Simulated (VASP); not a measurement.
# AlIn3 (I4/mmm) in VASP: notebook

AlIn3 is run at these levels: PBE; tasks: single point, relaxation of cell and atoms.

Program: VASP 6.6.1. These are calculated values, not measurements. Logs are shortened: lines on timing, memory, paths and dates and some standing lists are left out, and cuts for length are marked.

### Step 1. The cell of the first run

Symmetry: I4/mmm, No. 139, tetragonal system. The conventional cell has a = 4.681 Å, b = 4.681 Å, c = 9.130 Å, α = 90.00°, β = 90.00°, γ = 90.00°. Within 4.3 Å of Al (site symmetry 4/mmm) lie 12 In at 3.27 to 3.31 Å. Within 4.3 Å of In (site symmetry 4/mmm) lie 8 In at 3.27 Å and 4 Al at 3.31 Å. In (site symmetry -4m2) has 4 Al at 3.27 Å and 8 In at 3.27 to 3.31 Å within 4.3 Å.

### Step 2. Single point, PBE

Input file INCAR:

```
ALGO = Normal ; EDIFF = 1E-7
ENCUT = 520 ; GGA = PE
ISIF = 2 ; ISMEAR = 0
LASPH = True ; LCHARG = False
LREAL = False ; LWAVE = False
NBANDS = 29 ; NELM = 100
PREC = Accurate ; SIGMA = 0.0895
```

Input file KPOINTS:

```
k-points
0
Gamma
  4 4 4
```

Input file POSCAR:

```
AlIn3
1.0
    0.0000000000      4.6811425159      0.0000002426
    4.6811425159      0.0000000000      0.0000002426
    2.3405714945      2.3405714945     -4.5650221740
Al In
1 3
Direct
    0.0000000000      0.0000000000      0.0000000000
    0.5000000000      0.5000000000      0.0000000000
    0.2500000000      0.7500000000      0.5000000000
    0.7500000000      0.2500000000      0.5000000000
```

Potentials or basis: VASP PAW PBE potentials, release 64 (Al, In_d).

On the command line:

```
cat potpaw_PBE.64/Al/POTCAR potpaw_PBE.64/In_d/POTCAR > POTCAR
mpirun -np 1 vasp_std > vasp.out
```

OUTCAR:

```text
EDIFF = 1E-7
   ENCUT = 520
   GGA = PE
   ISIF = 2
   ISMEAR = 0
   LASPH = True
   LREAL = False
   NELM = 100
   PREC = Accurate

 ion  position               nearest neighbor table
   1  0.000  0.000  0.000-   3 3.27   4 3.27   3 3.27   4 3.27   4 3.27   3 3.27   4 3.27   3 3.27
                             2 3.31   2 3.31   2 3.31   2 3.31
   2  0.500  0.500  0.000-   3 3.27   4 3.27   3 3.27   4 3.27   3 3.27   4 3.27   3 3.27   4 3.27
                             1 3.31   1 3.31   1 3.31   1 3.31
   3  0.250  0.750  0.500-   1 3.27   2 3.27   1 3.27   2 3.27   1 3.27   2 3.27   1 3.27   2 3.27
                             4 3.31   4 3.31   4 3.31   4 3.31
   4  0.750  0.250  0.500-   1 3.27   2 3.27   1 3.27   2 3.27   2 3.27   1 3.27   2 3.27   1 3.27
                             3 3.31   3 3.31   3 3.31   3 3.31

  LATTYP: Found a body centered tetragonal cell.
 ALAT       =     4.6811425159
 C/A-ratio  =     1.9503881376

  Lattice vectors:

 A1 = (  -2.3405714945,   2.3405710214,   4.5650224166)
 A2 = (   2.3405710214,  -2.3405714945,   4.5650224166)
 A3 = (   2.3405714945,   2.3405714945,  -4.5650221740)

Analysis of symmetry for initial positions (statically):
=====================================================================
 Subroutine PRICEL returns:
 Original cell was already a primitive cell.

 Routine SETGRP: Setting up the symmetry group for a
 body centered tetragonal supercell.

 Subroutine GETGRP returns: Found 16 space group operations
 (whereof 16 operations were pure point group operations)
 out of a pool of 16 trial point group operations.

The static configuration has the point symmetry D_4h.

Analysis of symmetry for dynamics (positions and initial velocities):
=====================================================================
 Subroutine PRICEL returns:
 Original cell was already a primitive cell.

 Routine SETGRP: Setting up the symmetry group for a
 body centered tetragonal supercell.

 Subroutine GETGRP returns: Found 16 space group operations
 (whereof 16 operations were pure point group operations)
 out of a pool of 16 trial point group operations.

The dynamic configuration has the point symmetry D_4h.

 Subroutine INISYM returns: Found 16 space group operations
 (whereof 16 operations are pure point group operations),
 and found     1 'primitive' translations

----------------------------------------------------------------------------------------

                                     Primitive cell

  volume of cell :     100.0338

  direct lattice vectors                    reciprocal lattice vectors
     0.000000000  4.681142516  0.000000243    -0.000000006  0.213623057  0.109528498
     4.681142516  0.000000000  0.000000243     0.213623057 -0.000000006  0.109528498
     2.340571494  2.340571494 -4.565022174     0.000000011  0.000000011 -0.219056975

  length of vectors
     4.681142516  4.681142516  5.638792184     0.240065204  0.240065204  0.219056975

  position of ions in fractional coordinates (direct lattice)
     0.000000000  0.000000000  0.000000000
     0.500000000  0.500000000  0.000000000
     0.250000000  0.750000000  0.500000000
     0.750000000  0.250000000  0.500000000

  ion indices of the primitive-cell ions
   primitive index   ion index
                 1           1
                 2           2
                 3           3
                 4           4

----------------------------------------------------------------------------------------

 KPOINTS: k-points

Automatic generation of k-mesh.
 Grid dimensions read from file:
 generate k-points for:    4    4    4

 Generating k-lattice:

  Cartesian coordinates                     Fractional coordinates (reciprocal lattice)
    -0.000000001  0.053405764  0.027382125     0.250000000  0.000000000  0.000000000
     0.053405764 -0.000000001  0.027382125     0.000000000  0.250000000  0.000000000
     0.000000003  0.000000003 -0.054764244     0.000000000  0.000000000  0.250000000

  Length of vectors
     0.060016301  0.060016301  0.054764244

  Shift w.r.t. Gamma in fractional coordinates (k-lattice)
     0.000000000  0.000000000  0.000000000

 Subroutine IBZKPT returns following result:
 ===========================================

 Found     13 irreducible k-points:

 Following reciprocal coordinates:
            Coordinates               Weight
  0.000000  0.000000  0.000000      1.000000
  0.250000  0.000000  0.000000      8.000000
  0.500000  0.000000  0.000000      4.000000
  0.250000  0.250000  0.000000      8.000000
  0.500000  0.250000  0.000000     16.000000
 -0.250000  0.250000  0.000000      4.000000
  0.500000  0.500000  0.000000      2.000000
  0.000000  0.000000  0.250000      2.000000
  0.500000  0.000000  0.250000      4.000000
 -0.250000 -0.000000  0.250000      8.000000
  0.500000  0.500000  0.250000      2.000000
 -0.250000 -0.250000  0.250000      4.000000
  0.000000  0.000000  0.500000      1.000000
   k-points           NKPTS =     13   k-points in BZ     NKDIM =     13   number of bands    NBANDS=     29
   number of dos      NEDOS =    301   number of ions     NIONS =      4
   total plane-waves  NPLWV =  54432
   dimension x,y,z NGX =    36 NGY =   36 NGZ =   42
   dimension x,y,z NGXF=    72 NGYF=   72 NGZF=   84
   ions per type =               1   3
   NGX,Y,Z   is equivalent  to a cutoff of  12.79, 12.79, 12.38 a.u.
   NGXF,Y,Z  is equivalent  to a cutoff of  25.57, 25.57, 24.77 a.u.
 SYSTEM =  unknown system
   PREC   = accura    normal or accurate (medium, high low for compatibility)
   ISTART =      0    job   : 0-new  1-cont  2-samecut
   ICHARG =      2    charge: 1-file 2-atom 10-const
   ISPIN  =      1    spin polarized calculation?
   LNONCOLLINEAR =      F non collinear calculations
   LSORBIT =      F    spin-orbit coupling
   LASPH  =      T    aspherical Exc in radial PAW
   ENCUT  =  520.0 eV  38.22 Ry    6.18 a.u.   8.70  8.70 10.48*2*pi/ulx,y,z
   NELM   =    100;   NELMIN=  2; NELMDL= -5     # of ELM steps
   EDIFF  = 0.1E-06   stopping-criterion for ELM
   LREAL  =      F    real-space projection
   EDIFFG = 0.1E-05   stopping-criterion for IOM
   NSW    =      0    number of steps for IOM
   IBRION =     -1    ionic relax: 0-MD 1-quasi-New 2-CG
   NFREE  =      0    steps in history (QN), initial steepest desc. (CG)
   ISIF   =      2    stress and relaxation
   ISYM   =      2    0-nonsym 1-usesym 2-fastsym
   POTIM  = 0.5000    time-step for ionic-motion
   TEBEG  =    0.0;   TEEND  =   0.0 temperature during run
   PSTRESS=    0.0 pullay stress
   NELECT =      42.0000    total number of electrons
   NUPDOWN=      -1.0000    fix difference up-down
   EMIN   =  10.00;   EMAX   =-10.00  energy-range for DOS
   EFERMI =   0.00;   METHOD = LEGACY
   ISMEAR =     0;   SIGMA  =   0.09  broadening in eV -4-tet -1-fermi 0-gaus
   EFERMI_NEDOS =   21; number of points for ismear=-14 and -15
   IALGO  =     38    algorithm
   IMIX   =      4    mixing-type and parameters
     AMIX     =   0.40;   BMIX     =  1.00
     AMIX_MAG =   1.60;   BMIX_MAG =  1.00
  volume/ion in A,a.u.               =      25.01       168.77
  Fermi-wavevector in a.u.,A,eV,Ry     =   1.225864  2.316548 20.446062  1.502743
  Thomas-Fermi vector in A             =   2.360886
   LORBIT       =      0    0 simple, 1 ext, 2 COOP (PROOUT), +10 PAW based schemes
   GGA     = PE    functional components
   LHFCALC =     F    Hartree Fock is set to
   AEXX    =    0.0000 exact exchange contribution
   IVDW    =     0    specifies the selected vdW correction
   LEPSILON=     F    determine dielectric tensor
   LRPA    =     F    only Hartree local field effects (RPA)
 non-spin polarized calculation
 Gauss-broadening in eV      SIGMA  =   0.09
  energy-cutoff  :      520.00
  volume of cell :      100.03
 maximum number of plane-waves:      2701
 NGX is ok and might be reduce to    36
   NGX = 17   NGY = 17   NGZ = 21

 number of electron      41.9999989 magnetization

 Free energy of the ion-electron system (eV)
  ---------------------------------------------------
  ext. energy  EPLUGINS =         0.00000000
  ---------------------------------------------------
  free energy    TOTEN  =       -10.91626532 eV

  energy without entropy =      -10.90581554  energy(sigma->0) =      -10.91104043

 E-fermi :   6.8314     XC(G=0): -10.0461

 val. band max:        6.8217363651   @ k =   0.2500   0.0000   0.0000
 cond. band min:       6.9431157534   @ k =   0.0000   0.0000   0.0000
 fundamental gap:      0.1213793884
 Fermi energy:         6.8313944644

 k-point     1 :       0.0000    0.0000    0.0000
  band No.  band energies     occupation
      1      -7.6671      2.00000
      2      -7.5910      2.00000
      3      -7.5391      2.00000
      4      -7.5326      2.00000
      5      -7.5326      2.00000
      6      -7.4634      2.00000
[... 21 lines left out ...]
     28      10.9834      0.00000
     29      13.7753      0.00000

 k-point     2 :       0.2500    0.0000    0.0000
  band No.  band energies     occupation
      1      -7.5993      2.00000
      2      -7.5904      2.00000
      3      -7.5805      2.00000
      4      -7.5259      2.00000
      5      -7.4988      2.00000
      6      -7.4516      2.00000
[... 21 lines left out ...]
     28      11.8904      0.00000
     29      14.3741      0.00000

 k-point     3 :       0.5000    0.0000    0.0000
  band No.  band energies     occupation
      1      -7.6121      2.00000
      2      -7.5776      2.00000
      3      -7.4951      2.00000
      4      -7.4671      2.00000
      5      -7.4331      2.00000
      6      -7.4054      2.00000
[... 21 lines left out ...]
     28      11.3981      0.00000
     29      11.7297      0.00000

 k-point     4 :       0.2500    0.2500    0.0000
  band No.  band energies     occupation
      1      -7.6183      2.00000
      2      -7.5785      2.00000
      3      -7.5641      2.00000
      4      -7.5183      2.00000
      5      -7.4938      2.00000
      6      -7.4449      2.00000
[... 245 lines left out ...]
     28      14.7766      0.00000
     29      14.8069      0.00000

 k-point    12 :      -0.2500   -0.2500    0.2500
  band No.  band energies     occupation
      1      -7.6319      2.00000
      2      -7.5906      2.00000
      3      -7.5559      2.00000
      4      -7.5482      2.00000
      5      -7.5183      2.00000
      6      -7.4754      2.00000
[... 21 lines left out ...]
     28      13.7269      0.00000
     29      14.1194      0.00000

 k-point    13 :       0.0000    0.0000    0.5000
  band No.  band energies     occupation
      1      -7.6678      2.00000
      2      -7.6678      2.00000
      3      -7.6465      2.00000
      4      -7.6341      2.00000
      5      -7.5250      2.00000
      6      -7.4737      2.00000
[... 21 lines left out ...]
     28      13.1044      0.00000
     29      13.1044      0.00000

------------------------ aborting loop because EDIFF is reached ----------------------------------------

  FORCE on cell =-STRESS in cart. coord.  units (eV):
  Direction    XX          YY          ZZ          XY          YZ          ZX
  --------------------------------------------------------------------------------------
  -------------------------------------------------------------------------------------
  Total       -0.0203074     -0.0203074     -0.0183850     -0.0000000     -0.0000000     -0.0000000
  in kB       -0.3252508     -0.3252508     -0.2944609     -0.0000000     -0.0000000     -0.0000000
  external PRESSURE =      -0.3149875 kB  Pullay stress =       0.0000000 kB

 VOLUME and BASIS-vectors are now :
 -----------------------------------------------------------------------------
  energy-cutoff  :      520.00
  volume of cell :      100.03
      direct lattice vectors                 reciprocal lattice vectors
     0.000000000  4.681142516  0.000000243    -0.000000006  0.213623057  0.109528498
     4.681142516  0.000000000  0.000000243     0.213623057 -0.000000006  0.109528498
     2.340571494  2.340571494 -4.565022174     0.000000011  0.000000011 -0.219056975

 POSITION                                       TOTAL-FORCE (eV/Angst)
 -----------------------------------------------------------------------------------
      0.00000      0.00000      0.00000         0.000000      0.000000     -0.000000
      2.34057      2.34057      0.00000         0.000000      0.000000     -0.000000
      4.68114      2.34057     -2.28251         0.000000     -0.000000      0.000000
      2.34057      4.68114     -2.28251        -0.000000     -0.000000     -0.000000
 -----------------------------------------------------------------------------------
    total drift:                                0.000000      0.000000     -0.000000

  FREE ENERGIE OF THE ION-ELECTRON SYSTEM (eV)
  ---------------------------------------------------
  free  energy   TOTEN  =       -10.9162653240 eV

  energy  without entropy=      -10.9058155367  energy(sigma->0) =      -10.91104043
```

Run time: 29 s. Hardware: 1 thread of Intel Xeon Platinum 8375C at 2.90GHz (Ice Lake), shared host; peak memory 0.22 GiB.

Results:

* Free energy: -10.9163 eV
* Pressure: 0.0 GPa
* Band gap on the k mesh: zero (band 21 reaches 7.94 eV, above the bottom of band 22 at 5.73 eV)

Levels at points of the mesh, in eV from the Fermi level:
| k point | band 19 | band 20 | band 21 | band 22 | band 23 | band 24 |
| --- | --- | --- | --- | --- | --- | --- |
| (0.00, 0.00, 0.00) | -1.10 | -1.02 | -0.01 | -0.01 | 0.11 | 0.11 |
| (0.50, 0.00, 0.00) | -3.14 | 0.39 | 0.44 | 0.52 | 0.55 | 3.84 |
| (0.50, 0.50, 0.00) | -3.76 | -3.19 | -3.16 | 2.03 | 2.11 | 2.20 |
| (0.00, 0.00, 0.50) | -2.07 | -1.94 | -1.70 | 4.09 | 4.51 | 4.51 |

Caveat: the k points lie up to 0.38 Å⁻¹ apart; spin-orbit coupling is left out, which moves the levels of the heavy elements.

[end of part 1 of 2]
